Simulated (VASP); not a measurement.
# La2Hf2O (P-3m1) in VASP: notebook

The runs below take La2Hf2O through single point, relaxation of cell and atoms, with PBE.

Program: VASP 6.6.1. These are calculated values, not measurements. Logs are shortened: lines on timing, memory, paths and dates and some standing lists are left out, and cuts for length are marked.

### 1 The cell of the first run

Symmetry: P-3m1, No. 164, trigonal system. Conventional cell: a = 3.490 Å, b = 3.490 Å, c = 11.385 Å, α = 90.00°, β = 90.00°, γ = 120.00°. La (site symmetry 3m) has 3 O at 2.54 Å within 3.3 Å. Hf (site symmetry 3m) has 9 Hf at 3.04 to 3.49 Å and 3 La at 3.62 Å within 4.0 Å. Within 3.3 Å of O (site symmetry -3m) lie 6 La at 2.54 Å.

The cell was built from a structure type or drawn by symmetry, and may not be a known phase.

### 2 Single point, PBE

Input file INCAR:

```
SYSTEM = La2Hf2O
PREC     = Accurate       ! precision mode
ENCUT    = 520            ! plane-wave cutoff, eV
EDIFF    = 1E-6           ! SCF threshold, eV
ISMEAR   = 0              ! smearing method
SIGMA    = 0.1            ! smearing width, eV
LREAL    = .FALSE.        ! projectors in reciprocal space
LASPH    = .TRUE.         ! aspherical terms in the spheres
NELM     = 80             ! most SCF steps
ALGO     = Normal         ! electronic algorithm
ISIF     = 2              ! what is computed and relaxed
LWAVE    = .FALSE.        ! write WAVECAR
LCHARG   = .FALSE.        ! write CHGCAR
GGA      = PE             ! functional
NBANDS   = 32             ! bands
```

Input file KPOINTS:

```
Automatic mesh
0
G
  12 12 4
  0 0 0
```

Input file POSCAR:

```
La2Hf2O
1.0
    3.4901841211      0.0000000000      0.0000000000
   -1.7450920605      3.0225881128      0.0000000000
    0.0000000000      0.0000000000     11.3846770804
La Hf O
2 2 1
Direct
    0.3333333333      0.6666666667      0.1355017132
    0.6666666667      0.3333333333      0.8644982868
    0.3333333333      0.6666666667      0.6002495352
    0.6666666667      0.3333333333      0.3997504648
    0.0000000000      0.0000000000      0.0000000000
```

Potentials or basis: VASP PAW PBE potentials, release 64 (La, Hf_pv, O).

On the command line:

```bash
cat potpaw_PBE.64/La/POTCAR potpaw_PBE.64/Hf_pv/POTCAR potpaw_PBE.64/O/POTCAR > POTCAR
mpirun -np 1 vasp_std > vasp.out
```

OUTCAR:

```text
SYSTEM = La2Hf2O
   PREC = Accurate
   ENCUT = 520
   EDIFF = 1E-6
   ISMEAR = 0
   LREAL = .FALSE.
   LASPH = .TRUE.
   NELM = 80
   ISIF = 2
   GGA = PE

 ion  position               nearest neighbor table
   1  0.333  0.667  0.136-   5 2.54   5 2.54   5 2.54   4 3.62   4 3.62   4 3.62
   2  0.667  0.333  0.864-   5 2.54   5 2.54   5 2.54   3 3.62   3 3.62   3 3.62
   3  0.333  0.667  0.600-   4 3.04   4 3.04   4 3.04   2 3.62   2 3.62   2 3.62
   4  0.667  0.333  0.400-   3 3.04   3 3.04   3 3.04   1 3.62   1 3.62   1 3.62
   5  0.000  0.000  0.000-   1 2.54   2 2.54   2 2.54   1 2.54   2 2.54   1 2.54

  LATTYP: Found a hexagonal cell.
 ALAT       =     3.4901841211
 C/A-ratio  =     3.2619130354

  Lattice vectors:

 A1 = (   3.4901841211,   0.0000000000,   0.0000000000)
 A2 = (  -1.7450920605,   3.0225881128,   0.0000000000)
 A3 = (   0.0000000000,   0.0000000000,  11.3846770804)

Analysis of symmetry for initial positions (statically):
=====================================================================
 Subroutine PRICEL returns:
 Original cell was already a primitive cell.

 Routine SETGRP: Setting up the symmetry group for a
 hexagonal supercell.

 Subroutine GETGRP returns: Found 12 space group operations
 (whereof 12 operations were pure point group operations)
 out of a pool of 24 trial point group operations.

The static configuration has the point symmetry D_3d.

Analysis of symmetry for dynamics (positions and initial velocities):
=====================================================================
 Subroutine PRICEL returns:
 Original cell was already a primitive cell.

 Routine SETGRP: Setting up the symmetry group for a
 hexagonal supercell.

 Subroutine GETGRP returns: Found 12 space group operations
 (whereof 12 operations were pure point group operations)
 out of a pool of 24 trial point group operations.

The dynamic configuration has the point symmetry D_3d.

 Subroutine INISYM returns: Found 12 space group operations
 (whereof 12 operations are pure point group operations),
 and found     1 'primitive' translations

----------------------------------------------------------------------------------------

                                     Primitive cell

  volume of cell :     120.1014

  direct lattice vectors                    reciprocal lattice vectors
     3.490184121  0.000000000  0.000000000     0.286517836  0.165421149  0.000000000
    -1.745092060  3.022588113  0.000000000     0.000000000  0.330842299  0.000000000
     0.000000000  0.000000000 11.384677080     0.000000000  0.000000000  0.087837362

  length of vectors
[... 87 lines left out ...]
   NELM   =     80;   NELMIN=  2; NELMDL= -5     # of ELM steps
   EDIFF  = 0.1E-05   stopping-criterion for ELM
   LREAL  =      F    real-space projection
   EDIFFG = 0.1E-04   stopping-criterion for IOM
   NSW    =      0    number of steps for IOM
   IBRION =     -1    ionic relax: 0-MD 1-quasi-New 2-CG
   NFREE  =      0    steps in history (QN), initial steepest desc. (CG)
   ISIF   =      2    stress and relaxation
   ISYM   =      2    0-nonsym 1-usesym 2-fastsym
   POTIM  = 0.5000    time-step for ionic-motion
   TEBEG  =    0.0;   TEEND  =   0.0 temperature during run
   PSTRESS=    0.0 pullay stress
   NELECT =      48.0000    total number of electrons
   NUPDOWN=      -1.0000    fix difference up-down
   EMIN   =  10.00;   EMAX   =-10.00  energy-range for DOS
   EFERMI =   0.00;   METHOD = LEGACY
   ISMEAR =     0;   SIGMA  =   0.10  broadening in eV -4-tet -1-fermi 0-gaus
   EFERMI_NEDOS =   21; number of points for ismear=-14 and -15
   IALGO  =     38    algorithm
   IMIX   =      4    mixing-type and parameters
     AMIX     =   0.40;   BMIX     =  1.00
     AMIX_MAG =   1.60;   BMIX_MAG =  1.00
  volume/ion in A,a.u.               =      24.02       162.10
  Fermi-wavevector in a.u.,A,eV,Ry     =   1.205885  2.278792 19.785030  1.454159
  Thomas-Fermi vector in A             =   2.341568
   LORBIT       =      0    0 simple, 1 ext, 2 COOP (PROOUT), +10 PAW based schemes
   GGA     = PE    functional components
   LHFCALC =     F    Hartree Fock is set to
   AEXX    =    0.0000 exact exchange contribution
   IVDW    =     0    specifies the selected vdW correction
   LEPSILON=     F    determine dielectric tensor
   LRPA    =     F    only Hartree local field effects (RPA)
 non-spin polarized calculation
 Gauss-broadening in eV      SIGMA  =   0.10
  energy-cutoff  :      520.00
  volume of cell :      120.10
 maximum number of plane-waves:      3271
 NGX is ok and might be reduce to    28

 number of electron      48.0000006 magnetization

 Free energy of the ion-electron system (eV)
  ---------------------------------------------------
  ext. energy  EPLUGINS =         0.00000000
  ---------------------------------------------------
  free energy    TOTEN  =       -38.79216347 eV

  energy without entropy =      -38.76420771  energy(sigma->0) =      -38.77818559

 E-fermi :   7.1888     XC(G=0): -10.5394

 val. band max:        7.1875111029   @ k =   0.3333   0.1667   0.2500
 cond. band min:       7.1906813371   @ k =   0.2500   0.0000   0.0000
 fundamental gap:      0.0031702342
 Fermi energy:         7.1887748974

 k-point     1 :       0.0000    0.0000    0.0000
  band No.  band energies     occupation
      1     -25.7044      2.00000
      2     -25.5335      2.00000
      3     -24.0546      2.00000
      4     -23.7129      2.00000
      5     -23.7129      2.00000
      6     -23.6057      2.00000
[... 829 lines left out ...]
     31       8.9844      0.00000
     32       9.0196      0.00000

 [... further k-points ...]
[... 5 lines left out ...]
  --------------------------------------------------------------------------------------
  -------------------------------------------------------------------------------------
  Total       -0.1037656     -0.1037656     -0.2426300     -0.0000000     -0.0000000     -0.0000000
  in kB       -1.3842544     -1.3842544     -3.2367345     -0.0000000     -0.0000000     -0.0000000
  external PRESSURE =      -2.0017478 kB  Pullay stress =       0.0000000 kB

 VOLUME and BASIS-vectors are now :
 -----------------------------------------------------------------------------
  energy-cutoff  :      520.00
  volume of cell :      120.10
      direct lattice vectors                 reciprocal lattice vectors
     3.490184121  0.000000000  0.000000000     0.286517836  0.165421149  0.000000000
    -1.745092060  3.022588113  0.000000000     0.000000000  0.330842299  0.000000000
     0.000000000  0.000000000 11.384677080     0.000000000  0.000000000  0.087837362

 POSITION                                       TOTAL-FORCE (eV/Angst)
 -----------------------------------------------------------------------------------
     -0.00000      2.01506      1.54264        -0.000000      0.000000      0.003792
      1.74509      1.00753      9.84203         0.000000     -0.000000     -0.003792
     -0.00000      2.01506      6.83365         0.000000      0.000000     -0.039993
      1.74509      1.00753      4.55103        -0.000000      0.000000      0.039993
      0.00000      0.00000      0.00000         0.000000      0.000000      0.000000
 -----------------------------------------------------------------------------------
    total drift:                               -0.000000      0.000000      0.000000

  FREE ENERGIE OF THE ION-ELECTRON SYSTEM (eV)
  ---------------------------------------------------
  free  energy   TOTEN  =       -38.7921634708 eV

  energy  without entropy=      -38.7642077081  energy(sigma->0) =      -38.77818559
```

Run time: 5.3 min. Hardware: 1 thread of Intel Xeon 6975P-C (Granite Rapids), shared host; peak memory 0.44 GiB.

What came out:

- Free energy: -38.7922 eV
- Pressure: -0.2 GPa
- Largest force: 0.040 eV/Å
- Band gap on the k mesh: zero (bands 24 and 25 overlap by 0.71 eV)

Forces in eV/Å, atoms in the order of the input:
```
La   0.000  0.000  0.004
La   0.000  0.000 -0.004
Hf   0.000  0.000 -0.040
Hf   0.000  0.000  0.040
O    0.000  0.000  0.000
```

Stress tensor (GPa, compression positive):
```
-0.14  0.00  0.00
 0.00 -0.14  0.00
 0.00  0.00 -0.32
```

Caveat: spin-orbit coupling is left out, which moves the levels of the heavy elements.

### 3 Relaxation of cell and atoms, PBE

This run uses another cell than the first one, of 19.55 Å³/atom.

Input file INCAR:

```
SYSTEM = La2Hf2O
ALGO = Normal
EDIFF = 1E-6
EDIFFG = -0.04
ENCUT = 600
GGA = PE
IBRION = 2
ISIF = 3
ISMEAR = 0
LASPH = .True.
LCHARG = .False.
LREAL = .False.
LWAVE = .False.
NELM = 80
NSW = 90
PREC = Accurate
SIGMA = 0.1
```

Input file KPOINTS:

```
k-points
0
Gamma
  6 6 4
  0 0 0
```

Input file POSCAR:

```
La2Hf2O
1.0
    3.9899208400      0.0000000000      0.0000000000
   -1.9949604200      3.4553728000      0.0000000000
    0.0000000000      0.0000000000      7.0910964000
La Hf O
2 2 1
Direct
    0.3333333300      0.6666666700      0.2899999900
    0.6666666700      0.3333333300      0.7100000100
    0.3333333300      0.6666666700      0.6200000000
    0.6666666700      0.3333333300      0.3800000000
    0.0000000000      0.0000000000      0.0000000000
```

Potentials or basis: VASP PAW PBE potentials, release 64 (La, Hf_pv, O).

On the command line:

```bash
cat potpaw_PBE.64/La/POTCAR potpaw_PBE.64/Hf_pv/POTCAR potpaw_PBE.64/O/POTCAR > POTCAR
mpirun -np 1 vasp_std > vasp.out
```

Wall time 20 min (1 thread of Intel Xeon 6975P-C (Granite Rapids), shared host); peak memory 0.32 GiB.

The run converged. Its results:

| Property | Result |
| --- | --- |
| Free energy | -38.4326 eV |
| Relaxed volume | 23.47 Å³/atom |
| Relaxed cell | a = 3.542 Å, b = 3.542 Å, c = 10.800 Å, α = 90.00°, β = 90.00°, γ = 120.00° |
| Space group after relaxing (to 0.1 Å) | P-3m1 (No. 164) |
| Energy gained by relaxing | 3391.0 meV/atom |
| Ionic steps | 29 |
| Pressure after relaxing | 0.0 GPa |
| Largest force after relaxing | 0.021 eV/Å |
| Band gap on the k mesh | zero (bands 24 and 25 overlap by 0.78 eV) |

Forces in eV/Å, atoms in the order of the input:
```
La   0.000  0.000 -0.018
La   0.000  0.000  0.018
Hf   0.000  0.000 -0.021
Hf   0.000  0.000  0.021
O    0.000  0.000  0.000
```

The path:
```tsv
step	energy change (eV)	largest force (eV/Å)	pressure (GPa)	volume (Å³)
1	0.0000	10.1269	46.33	97.76
2	-6.8603	2.5862	-9.86	200.77
3	-8.4472	3.1096	-4.94	153.64
4	-8.4507	3.2169	-4.53	151.88
5	-8.4471	3.3412	-4.06	150.00
6	-10.3400	3.4282	-3.92	141.84
7	-13.4490	1.4905	4.39	119.09
8	-13.8328	1.9542	1.69	123.87
9	-13.9768	1.1972	2.26	122.32
10	-14.3182	0.4128	-0.81	127.74
11	-14.4560	0.1328	-2.87	132.31
12	-14.3583	1.1150	-6.71	141.43
13	-14.4822	0.4861	-4.26	135.34
14	-14.7596	0.7211	-4.05	133.54
15	-15.6232	1.3772	-3.64	126.99
16	-15.5656	3.3898	3.30	109.63
17	-15.9871	2.0513	-1.92	120.58
18	-16.0180	2.3585	-0.84	118.37
19	-16.5233	1.7557	0.77	114.48
20	-16.5696	1.5604	1.29	113.09
21	-16.5713	1.5087	1.46	112.68
22	-16.7666	1.0276	0.05	115.43
23	-16.8703	0.5362	-1.97	120.01
24	-16.9262	0.4036	1.17	116.03
25	-16.9265	0.4142	0.94	116.32
26	-16.9523	0.0889	0.02	117.35
27	-16.9523	0.1150	-0.04	117.41
28	-16.9546	0.0588	-0.02	117.38
29	-16.9552	0.0214	-0.03	117.36
```

Final structure:
```
CELL_PARAMETERS angstrom
3.54227 0.00000 0.00000
-1.77114 3.06770 0.00000
0.00000 0.00000 10.79986
ATOMIC_POSITIONS crystal
La 0.33333 0.66667 0.13777
La 0.66667 0.33333 0.86223
Hf 0.33333 0.66667 0.60110
Hf 0.66667 0.33333 0.39890
O 0.00000 0.00000 0.00000
```

Levels at points of the mesh, in eV from the Fermi level:
```tsv
k point	band 20	band 21	band 22	band 23	band 24	band 25	band 26	band 27	band 28
(0.00, 0.00, 0.00)	-3.36	-1.17	-0.85	0.56	0.56	0.60	0.60	0.65	0.79
(0.50, 0.00, 0.00)	-2.48	-1.73	-1.07	-0.58	-0.47	0.21	0.32	0.55	1.62
(0.00, 0.00, 0.50)	-3.50	-1.51	-0.43	0.58	0.58	0.59	0.59	0.67	0.94
(0.50, 0.00, 0.50)	-2.39	-1.46	-1.33	-0.63	-0.33	0.31	0.39	0.52	1.39
```

Caveat: the volume moved by over 15 % at a fixed basis, so the end points are rough; spin-orbit coupling is left out, which moves the levels of the heavy elements.

### 4 Single point, PBE

This run uses another cell than the first one: it holds 10 atoms, not 5.

Input file INCAR:

```
PREC = Accurate ; ENCUT = 520
EDIFF = 1E-6 ; ISMEAR = 0
SIGMA = 0.2 ; LREAL = F
LASPH = T ; NELM = 60
ALGO = Normal ; ISIF = 2
LWAVE = F ; LCHARG = T
GGA = PE ; LELF = T
LVHAR = T ; NBANDS = 59
```

Input file KPOINTS:

```
Automatic mesh
0
Gamma
  6 4 2
```

Input file POSCAR:

```
La2Hf2O
1.0
    1.7450920605     -3.0225881128      0.0000000000
   -5.2352761817     -3.0225881127      0.0000000000
    0.0000000000      0.0000000000    -11.3846770804
La Hf O
4 4 2
Direct
    0.5000000000      0.8333333333      0.8644982868
    1.0000000000      0.3333333333      0.8644982868
    0.0000000000      0.6666666667      0.1355017132
    0.5000000000      0.1666666667      0.1355017132
    0.5000000000      0.8333333333      0.3997504648
    1.0000000000      0.3333333333      0.3997504648
    0.0000000000      0.6666666667      0.6002495352
    0.5000000000      0.1666666667      0.6002495352
    0.0000000000      1.0000000000      1.0000000000
    0.5000000000      0.5000000000      1.0000000000
```

On the command line:

```bash
cat potpaw_PBE.64/La/POTCAR potpaw_PBE.64/Hf_pv/POTCAR potpaw_PBE.64/O/POTCAR > POTCAR
mpirun -np 1 vasp_std > vasp.out
```

Run time: 15 min. Hardware: 1 thread of Intel Xeon 6975P-C (Granite Rapids), shared host; peak memory 0.52 GiB.

Results (log left out):

```
Free energy            : -77.6530 eV
Pressure               : -0.2 GPa
Largest force          : 0.051 eV/Å
Band gap on the k mesh : zero (bands 48 and 49 overlap by 0.37 eV)
```

Forces in eV/Å, atoms in the order of the input:
```
La   0.007  0.004 -0.020
La   0.007  0.004 -0.020
La  -0.007 -0.004  0.020
La  -0.007 -0.004  0.020
Hf  -0.002 -0.001 -0.051
Hf  -0.002 -0.001 -0.051
Hf   0.002  0.001  0.051
Hf   0.002  0.001  0.051
O    0.000  0.000  0.000
O    0.000  0.000  0.000
```

Stress tensor (GPa, compression positive):
```
-0.19 -0.09  0.03
-0.09 -0.09  0.01
 0.03  0.01 -0.22
```

Levels at points of the mesh, in eV from the Fermi level:
| k point | band 46 | band 47 | band 48 | band 49 | band 50 | band 51 |
| --- | --- | --- | --- | --- | --- | --- |
| (0.00, 0.00, 0.00) | -0.59 | 0.18 | 0.20 | 0.29 | 0.34 | 0.76 |
| (0.50, 0.00, 0.00) | -0.93 | 0.05 | 0.05 | 0.23 | 0.23 | 0.44 |
| (0.00, 0.50, 0.00) | -0.64 | 0.02 | 0.02 | 0.12 | 0.12 | 0.56 |
| (0.50, 0.50, 0.00) | -0.64 | -0.59 | -0.59 | 0.18 | 0.18 | 0.20 |
| (0.00, 0.00, 0.50) | -0.38 | 0.16 | 0.16 | 0.22 | 0.54 | 0.74 |
| (0.50, 0.00, 0.50) | -0.88 | -0.27 | -0.27 | 0.17 | 0.17 | 0.51 |
| (0.00, 0.50, 0.50) | -0.69 | -0.17 | -0.17 | 0.20 | 0.20 | 0.51 |
| (0.50, 0.50, 0.50) | -0.60 | -0.38 | -0.38 | 0.16 | 0.16 | 0.22 |

Caveat: spin-orbit coupling is left out, which moves the levels of the heavy elements.

### 5 The runs side by side

| task | cell | k mesh | cutoff (eV) | smearing | gap on the mesh (eV) | pressure (GPa) | largest force (eV/Å) |
| --- | --- | --- | --- | --- | --- | --- | --- |
| single point | a = 3.490, b = 3.490, c = 11.385 Å, angles 90.0, 90.0, 120.0°, 5 atoms, atomic positions A | 12 × 12 × 4 | 520 | gaussian 0.1 eV | none | -0.2 | 0.04 |
| relaxation of cell and atoms | relaxed from a = 3.990, b = 3.990, c = 7.091 Å, angles 90.0, 90.0, 120.0°, 5 atoms, atomic positions B | 6 × 6 × 4 | 600 | gaussian 0.1 eV | none | 0.0 | 0.02 |
| single point | a = 3.490, b = 6.045, c = 11.385 Å, 10 atoms, atomic positions C | 6 × 4 × 2 | 520 | gaussian 0.2 eV | none | -0.2 | 0.05 |

Alike in all rows: level PBE; potentials or basis VASP PAW PBE potentials, release 64 (La, Hf_pv, O); no spin polarisation.

Caveats: spin-orbit coupling is left out, which moves the levels of the heavy elements; the volume moved by over 15 % at a fixed basis, so the end points are rough (at least some runs).

Absolute energies hang on the potentials; compare differences alone.
